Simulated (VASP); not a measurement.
Here is a VASP 6.6.1 calculation.

Contents of INCAR:

```
SYSTEM = Al4Cl
PREC     = Accurate       ! precision mode
ENCUT    = 520            ! plane-wave cutoff, eV
EDIFF    = 1E-6           ! SCF threshold, eV
ISMEAR   = 0              ! smearing method
SIGMA    = 0.1            ! smearing width, eV
LREAL    = .FALSE.        ! projectors in reciprocal space
LASPH    = .TRUE.         ! aspherical terms in the spheres
NELM     = 80             ! most SCF steps
ALGO     = Normal         ! electronic algorithm
ISIF     = 2              ! what is computed and relaxed
LWAVE    = .FALSE.        ! write WAVECAR
LCHARG   = .FALSE.        ! write CHGCAR
GGA      = PE             ! functional
NBANDS   = 18             ! bands
```

KPOINTS

```
regular mesh
0
G
  6 6 6
  0 0 0
```

The input POSCAR:

```
Al4Cl
1.0
   -1.9647011087      1.9647011087      6.5850228471
    1.9647011087     -1.9647011087      6.5850228471
    1.9647011087      1.9647011087     -6.5850228471
Al Cl
4 1
Direct
    0.2500000000      0.7500000000      0.5000000000
    0.7500000000      0.2500000000      0.5000000000
    0.3997894232      0.3997894232      0.0000000000
    0.6002105768      0.6002105768      0.0000000000
    0.0000000000      0.0000000000      0.0000000000
```

Potentials or basis: VASP PAW PBE potentials, release 64 (Al, Cl).

Launch:

```bash
$ cat potpaw_PBE.64/Al/POTCAR potpaw_PBE.64/Cl/POTCAR > POTCAR
$ mpirun -np 1 vasp_std > vasp.out
```

Task: What does it give for the pressure?

Result: -0.2 GPa.

Task: What does it give for the largest force?

Result: 0.013 eV/Å.

Stress tensor (GPa, compression positive):
```
-0.10  0.00  0.00
 0.00 -0.10  0.00
 0.00  0.00 -0.26
```
